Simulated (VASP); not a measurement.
Input of a VASP 6.6.1 run:

INCAR

```
PREC = Accurate
ENCUT = 520
EDIFF = 1E-7
ISMEAR = 0
SIGMA = 0.017
LREAL = F
LASPH = T
NELM = 100
ALGO = Normal
ISIF = 2
LWAVE = F
LCHARG = T
GGA = PE
LELF = T
LVHAR = T
NBANDS = 10
```

KPOINTS

```
regular mesh
0
Gamma
  9 9 9
```

File POSCAR:

```
I
1.0
    0.0000000000      2.3656004428      3.9098401324
    2.1922454667      0.0000000000      3.9098401324
    2.1922454667      2.3656004428      0.0000000000
I
1
Direct
    0.0000000000      0.0000000000      0.0000000000
```

Potentials or basis: VASP PAW PBE potentials, release 64 (I).

Launch:

```console
$ cat potpaw_PBE.64/I/POTCAR > POTCAR
$ mpirun -np 1 vasp_std > vasp.out
```

Task: Estimate the band gap on the k mesh.

Result: Zero (an odd number of electrons rules out a gap without spin polarisation).

Task: Estimate the pressure.

Result: 0.4 GPa.

Stress tensor (GPa, compression positive):
```
0.38 0.00 0.00
0.00 0.08 0.00
0.00 0.00 0.76
```

Caveat: spin-orbit coupling is left out, which moves the levels of the heavy elements; an odd number of electrons without spin polarisation forces a metal; a magnetic or distorted state may lie lower.
